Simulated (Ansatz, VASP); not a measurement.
# Two plane-wave programs on LiCl

POSCAR

```
LiCl
1.0
    0.0000000000      2.7330425368      2.7467077495
    2.7330425368      0.0000000000      2.7467077495
    2.7330425368      2.7330425368      0.0000000000
Li Cl
1 1
Direct
    0.0000000000      0.0000000000      0.0000000000
    0.2500000000      0.2500000000      0.2500000000
```

The input INCAR.step1:

```
SYSTEM = LiCl
PREC = Accurate ; ENCUT = 520
EDIFF = 1E-5 ; ISMEAR = 0
SIGMA = 0.01 ; LREAL = .False.
LASPH = .True. ; NELM = 80
ALGO = Normal ; ISIF = 2
LWAVE = .True. ; LCHARG = .False.
GGA = PE ; NBANDS = 12
```

INCAR.step2

```
SYSTEM = LiCl
PREC = Accurate ; ENCUT = 520
EDIFF = 1E-6 ; ISMEAR = 0
SIGMA = 0.01 ; LREAL = .False.
LASPH = .True. ; NELM = 80
ALGO = Normal ; ISIF = 2
LWAVE = .False. ; LCHARG = .False.
GGA = PE ; LHFCALC = .True.
HFSCREEN = 0.2079 ; PRECFOCK = Normal
ISTART = 1 ; NBANDS = 12
```

KPOINTS

```
regular mesh
0
Gamma
  6 6 6
  0 0 0
```

Input for Ansatz:

```yaml
crystal:
  lattice:
    - [0.0, 2.7330425368, 2.7467077495]
    - [2.7330425368, 0.0, 2.7467077495]
    - [2.7330425368, 2.7330425368, 0.0]
  atoms:
    - { symbol: Li, position: [0.0, 0.0, 0.0] }
    - { symbol: Cl, position: [0.25, 0.25, 0.25] }
kpoints:
  mp_grid: { grid: [6, 6, 6] }
  band_path:
    path:
      - [0.0, 0.0, 0.0]
      - [-0.5, -0.5, 0.0]
      - [-0.375, -0.375, 0.25]
      - [-0.375, 0.0, 0.375]
      - [0.0, 0.0, 0.5]
      - [-0.5, -0.25, 0.25]
    npoints: 1
hamiltonian:
  xc: hse06
scf:
  occupations: { method: fixed }
  n_extra_bands: 4
output:
  forces: true
  stress: true
  eigenvalues: true
```

Change from the starting cell: uniaxial_z strain +0.5%.

Alike in both runs: task single point; functional HSE06; k mesh 6 × 6 × 6; no spin polarisation.

|  | VASP | Ansatz |
| --- | --- | --- |
| version | VASP 6.6.1 | Ansatz 0.2.0 |
| potentials or method | VASP PAW PBE potentials, release 64 (Li_sv, Cl) | plane waves, PAW |
| plane-wave cutoff (eV) | 520 | 420 |
| occupations | gaussian, width 0.01 eV | fixed |
| valence electrons in the cell | 10 | 10 |

```csv
,VASP,Ansatz,Ansatz less VASP
gap on the k mesh at the Fermi level (eV),7.36,7.36,+0.001
```

Ansatz's warnings: stress exchange threshold loose, stress scf threshold loose.

Noted on VASP's run: the cutoff is short for stress, so the pressure is rough.
